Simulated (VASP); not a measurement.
# BeS (Pnma) in VASP: a series of runs, part 2 of 2

VASP 6.6.1.

## 3. Relaxation of cell and atoms, PBE

This run uses another cell than the first one, of 12.52 Å³/atom.

INCAR

```
ALGO = Normal
EDIFF = 1E-7
EDIFFG = -0.04
ENCUT = 600
GGA = PE
IBRION = 2
ISIF = 3
ISMEAR = 0
LASPH = True
LCHARG = False
LREAL = False
LWAVE = False
NELM = 80
NSW = 90
PREC = Accurate
SIGMA = 0.1
```

KPOINTS

```
k-points
0
Gamma
  4 6 4
```

POSCAR

```
BeS
1.0
    5.4246342300      0.0000000000      0.0000000000
    0.0000000000      3.3137710700      0.0000000000
    0.0000000000      0.0000000000      5.5701026500
Be S
4 4
Direct
    0.8210678200      0.7500000000      0.4095370000
    0.6789321800      0.2500000000      0.9095370000
    0.3210678200      0.7500000000      0.0904630000
    0.1789321800      0.2500000000      0.5904630000
    0.8210678200      0.2500000000      0.5904630000
    0.6789321800      0.7500000000      0.0904630000
    0.3210678200      0.2500000000      0.9095370000
    0.1789321800      0.7500000000      0.4095370000
```

Potentials or basis: VASP PAW PBE potentials, release 64 (Be, S).

Launch:

```console
cat potpaw_PBE.64/Be/POTCAR potpaw_PBE.64/S/POTCAR > POTCAR
mpirun -np 1 vasp_std > vasp.out
```

OUTCAR:

```text
EDIFF = 1E-7
   EDIFFG = -0.04
   ENCUT = 600
   GGA = PE
   IBRION = 2
   ISIF = 3
   ISMEAR = 0
   LASPH = True
   LREAL = False
   NELM = 80
   NSW = 90
   PREC = Accurate

 ion  position               nearest neighbor table
   1  0.821  0.750  0.410-   6 1.94   5 1.94   5 1.94   8 1.94
   2  0.679  0.250  0.910-   5 1.94   6 1.94   6 1.94   7 1.94
   3  0.321  0.750  0.090-   8 1.94   7 1.94   7 1.94   6 1.94
   4  0.179  0.250  0.590-   7 1.94   8 1.94   8 1.94   5 1.94
   5  0.821  0.250  0.590-   2 1.94   1 1.94   1 1.94   4 1.94   8 2.74   8 2.74
   6  0.679  0.750  0.090-   1 1.94   2 1.94   2 1.94   3 1.94   7 2.74   7 2.74
   7  0.321  0.250  0.910-   4 1.94   3 1.94   3 1.94   2 1.94   6 2.74   6 2.74
   8  0.179  0.750  0.410-   3 1.94   4 1.94   4 1.94   1 1.94   5 2.74   5 2.74

  LATTYP: Found a simple orthorhombic cell.
 ALAT       =     3.3137710700
 B/A-ratio  =     1.6369972806
 C/A-ratio  =     1.6808954307

  Lattice vectors:

 A1 = (   0.0000000000,  -3.3137710700,   0.0000000000)
 A2 = (   5.4246342300,   0.0000000000,   0.0000000000)
 A3 = (   0.0000000000,   0.0000000000,   5.5701026500)

Analysis of symmetry for initial positions (statically):
=====================================================================
 Subroutine PRICEL returns:
 Original cell was already a primitive cell.

 Routine SETGRP: Setting up the symmetry group for a
 simple orthorhombic supercell.

 Subroutine GETGRP returns: Found  8 space group operations
 (whereof  2 operations were pure point group operations)
 out of a pool of  8 trial point group operations.

The static configuration has the point symmetry S_2 .
 The point group associated with its full space group is D_2h.

Analysis of symmetry for dynamics (positions and initial velocities):
=====================================================================
 Subroutine PRICEL returns:
 Original cell was already a primitive cell.

 Routine SETGRP: Setting up the symmetry group for a
 simple orthorhombic supercell.

 Subroutine GETGRP returns: Found  8 space group operations
 (whereof  2 operations were pure point group operations)
 out of a pool of  8 trial point group operations.

The dynamic configuration has the point symmetry S_2 .
 The point group associated with its full space group is D_2h.

 Subroutine INISYM returns: Found  8 space group operations
 (whereof  2 operations are pure point group operations),
[... 120 lines left out ...]
   NUPDOWN=      -1.0000    fix difference up-down
   EMIN   =  10.00;   EMAX   =-10.00  energy-range for DOS
   EFERMI =   0.00;   METHOD = LEGACY
   ISMEAR =     0;   SIGMA  =   0.10  broadening in eV -4-tet -1-fermi 0-gaus
   EFERMI_NEDOS =   21; number of points for ismear=-14 and -15
   IALGO  =     38    algorithm
   IMIX   =      4    mixing-type and parameters
     AMIX     =   0.40;   BMIX     =  1.00
     AMIX_MAG =   1.60;   BMIX_MAG =  1.00
  volume/ion in A,a.u.               =      12.52        84.46
  Fermi-wavevector in a.u.,A,eV,Ry     =   1.119282  2.115136 17.045266  1.252792
  Thomas-Fermi vector in A             =   2.255920
   LORBIT       =      0    0 simple, 1 ext, 2 COOP (PROOUT), +10 PAW based schemes
   GGA     = PE    functional components
   LHFCALC =     F    Hartree Fock is set to
   AEXX    =    0.0000 exact exchange contribution
   IVDW    =     0    specifies the selected vdW correction
   LEPSILON=     F    determine dielectric tensor
   LRPA    =     F    only Hartree local field effects (RPA)
 conjugate gradient relaxation of ions
 non-spin polarized calculation
 Gauss-broadening in eV      SIGMA  =   0.10
  energy-cutoff  :      600.00
  volume of cell :      100.13
 maximum number of plane-waves:      3368
 NGX is ok and might be reduce to    48
   NGX = 21   NGY = 13   NGZ = 23

--------------------------------------- Ionic step        1  -------------------------------------------

 number of electron      31.9999998 magnetization

 Free energy of the ion-electron system (eV)
  ---------------------------------------------------
  ext. energy  EPLUGINS =         0.00000000
  ---------------------------------------------------
  free energy    TOTEN  =       -35.69141245 eV

  energy without entropy =      -35.69141245  energy(sigma->0) =      -35.69141245

 E-fermi :   6.4264     XC(G=0): -10.0795

 val. band max:        5.9549828177   @ k =   0.0000   0.1667   0.0000
 cond. band min:       9.0332550900   @ k =   0.0000   0.0000   0.5000
 fundamental gap:      3.0782722723
 Fermi energy:         6.4264362539
[... 1280 lines left out ...]
  FREE ENERGIE OF THE ION-ELECTRON SYSTEM (eV)
  ---------------------------------------------------
  free  energy   TOTEN  =       -38.7860836395 eV

  energy  without entropy=      -38.7860836395  energy(sigma->0) =      -38.78608364

[... ionic steps 4 to 13 ...]

--------------------------------------- Ionic step       14  -------------------------------------------

 number of electron      32.0000001 magnetization

------------------------ aborting loop because EDIFF is reached ----------------------------------------
[... 79 lines left out ...]
--------------------------------------- Ionic step       16  -------------------------------------------

 number of electron      31.9999999 magnetization

 Free energy of the ion-electron system (eV)
  ---------------------------------------------------
  ext. energy  EPLUGINS =         0.00000000
  ---------------------------------------------------
  free energy    TOTEN  =       -39.26734478 eV

  energy without entropy =      -39.26734478  energy(sigma->0) =      -39.26734478

 E-fermi :   3.2653     XC(G=0):  -9.0327

 val. band max:        2.8528856782   @ k =   0.0000   0.0000   0.0000
 cond. band min:       6.9588983725   @ k =   0.5000   0.0000   0.0000
 fundamental gap:      4.1060126943
 Fermi energy:         3.2653466265
[... 611 lines left out ...]
  FREE ENERGIE OF THE ION-ELECTRON SYSTEM (eV)
  ---------------------------------------------------
  free  energy   TOTEN  =       -39.2673447849 eV

  energy  without entropy=      -39.2673447848  energy(sigma->0) =      -39.26734478

 reached required accuracy - stopping structural energy minimisation
```

OSZICAR:

```text
N       E                     dE             d eps       ncg     rms          rms(c)
DAV:   1     0.173502602089E+03    0.17350E+03   -0.15712E+04  1512   0.151E+03
DAV:   2    -0.237851505486E+02   -0.19729E+03   -0.18617E+03  2097   0.260E+02
DAV:   3    -0.372828687651E+02   -0.13498E+02   -0.13358E+02  1984   0.732E+01
DAV:   4    -0.375771076629E+02   -0.29424E+00   -0.29342E+00  1964   0.122E+01
[... 171 lines left out ...]
DAV:   4    -0.392673452355E+02    0.11473E-04   -0.38837E-05  1840   0.351E-02    0.167E-02
DAV:   5    -0.392673453413E+02   -0.10583E-06   -0.66739E-06  1832   0.160E-02    0.485E-03
DAV:   6    -0.392673449464E+02    0.39495E-06   -0.58640E-07  1862   0.460E-03    0.363E-03
DAV:   7    -0.392673448411E+02    0.10521E-06   -0.86352E-08  1151   0.191E-03    0.153E-03
DAV:   8    -0.392673447849E+02    0.56285E-07   -0.24943E-08  1126   0.118E-03
  16 F= -.39267345E+02 E0= -.39267345E+02  d E =-.645937E-03
```

CONTCAR:

```text
BeS
   1.00000000000000
     6.1952652046717960   -0.0000000000000000    0.0000000000000000
     0.0000000000000000    3.4962022551868768    0.0000000000000000
     0.0000000000000000    0.0000000000000000    5.9590608558794766
  Be              S
     4     4
Direct
     0.8531676425564717    0.7500000000000000    0.4109975617452696
     0.6468323574435283    0.2500000000000000    0.9109975617452698
     0.3531676425564715    0.7500000000000000    0.0890024382547304
     0.1468323574435285    0.2500000000000000    0.5890024382547302
     0.7987143212823971    0.2500000000000000    0.5980999357766469
     0.7012856787176029    0.7500000000000000    0.0980999357766470
     0.2987143212823969    0.2500000000000000    0.9019000642233531
     0.2012856787176030    0.7500000000000000    0.4019000642233530

  0.00000000E+00  0.00000000E+00  0.00000000E+00
  0.00000000E+00  0.00000000E+00  0.00000000E+00
  0.00000000E+00  0.00000000E+00  0.00000000E+00
  0.00000000E+00  0.00000000E+00  0.00000000E+00
  0.00000000E+00  0.00000000E+00  0.00000000E+00
  0.00000000E+00  0.00000000E+00  0.00000000E+00
  0.00000000E+00  0.00000000E+00  0.00000000E+00
  0.00000000E+00  0.00000000E+00  0.00000000E+00
```

It took 7 min on 1 thread of AMD EPYC 9R45 (Zen 5), shared host; peak memory 0.25 GiB.

Results:

```yaml
Free_energy: -39.2673 eV
Relaxed_volume: 16.13 Å³/atom
Relaxed_cell: a = 6.195 Å, b = 3.496 Å, c = 5.959 Å, α = 90.00°, β = 90.00°, γ = 90.00°
Space_group_after_relaxing_to_0.1_Å: Pnma (No. 62)
Energy_gained_by_relaxing: 447.0 meV/atom
Ionic_steps: 16
Pressure_after_relaxing: -0.1 GPa
Largest_force_after_relaxing: 0.031 eV/Å
Band_gap_on_the_k_mesh: 4.11 eV (least direct gap 4.22 eV)
```

Forces in eV/Å, atoms in the order of the input:
```
Be   0.004  0.000 -0.016
Be  -0.004  0.000 -0.016
Be   0.004  0.000  0.016
Be  -0.004  0.000  0.016
S    0.029  0.000 -0.010
S   -0.029  0.000 -0.010
S    0.029  0.000  0.010
S   -0.029  0.000  0.010
```

Stress tensor (GPa, compression positive):
```
-0.21  0.00  0.00
 0.00 -0.06  0.00
 0.00  0.00  0.05
```

Step by step:
| step | energy change (eV) | largest force (eV/Å) | pressure (GPa) | volume (Å³) |
| --- | --- | --- | --- | --- |
| 1 | 0.0000 | 3.4376 | 35.78 | 100.13 |
| 2 | -2.3779 | 1.2879 | -7.70 | 146.30 |
| 3 | -3.0947 | 1.1747 | 1.24 | 127.07 |
| 4 | -3.3007 | 0.5782 | -1.53 | 131.09 |
| 5 | -3.3007 | 0.5767 | -1.56 | 131.14 |
| 6 | -3.4089 | 0.4962 | -0.47 | 129.44 |
| 7 | -3.5054 | 0.3605 | 1.78 | 126.06 |
| 8 | -3.5591 | 0.2928 | -0.49 | 128.80 |
| 9 | -3.5606 | 0.2285 | -0.20 | 128.40 |
| 10 | -3.5695 | 0.0489 | -0.05 | 128.47 |
| 11 | -3.5696 | 0.0465 | -0.07 | 128.46 |
| 12 | -3.5715 | 0.0535 | 0.11 | 128.31 |
| 13 | -3.5727 | 0.0712 | 0.38 | 128.09 |
| 14 | -3.5738 | 0.0584 | 0.27 | 128.32 |
| 15 | -3.5753 | 0.0527 | -0.07 | 129.00 |
| 16 | -3.5759 | 0.0306 | -0.07 | 129.07 |

Final structure:
```
Be S
1.0
     6.19527    0.00000    0.00000
     0.00000    3.49620    0.00000
     0.00000    0.00000    5.95906
Be S
4 4
Direct
  0.85317 0.75000 0.41100
  0.64683 0.25000 0.91100
  0.35317 0.75000 0.08900
  0.14683 0.25000 0.58900
  0.79871 0.25000 0.59810
  0.70129 0.75000 0.09810
  0.29871 0.25000 0.90190
  0.20129 0.75000 0.40190
```

Levels at points of the mesh, in eV from the valence-band top:
```csv
k point,band 13,band 14,band 15,band 16,band 17,band 18,band 19,band 20
"(0.00, 0.00, 0.00)",-0.33,-0.26,-0.03,0.00,4.22,4.59,5.55,5.70
"(0.50, 0.00, 0.00)",-0.38,-0.38,-0.36,-0.36,4.11,4.11,5.50,5.50
"(0.00, 0.50, 0.00)",-2.08,-2.08,-1.13,-1.13,4.14,4.14,6.40,6.40
"(0.50, 0.50, 0.00)",-1.36,-1.36,-1.36,-1.36,5.30,5.30,5.30,5.30
"(0.00, 0.00, 0.50)",-0.75,-0.75,-0.60,-0.60,4.29,4.29,5.94,5.94
"(0.50, 0.00, 0.50)",-0.74,-0.74,-0.71,-0.71,4.28,4.28,5.66,5.78
"(0.00, 0.50, 0.50)",-1.13,-1.13,-0.56,-0.56,4.48,4.48,5.58,5.58
"(0.50, 0.50, 0.50)",-1.40,-1.40,-1.40,-1.40,4.86,4.86,4.86,4.86
```

Caveat: the volume moved by over 15 % at a fixed basis, so the end points are rough.
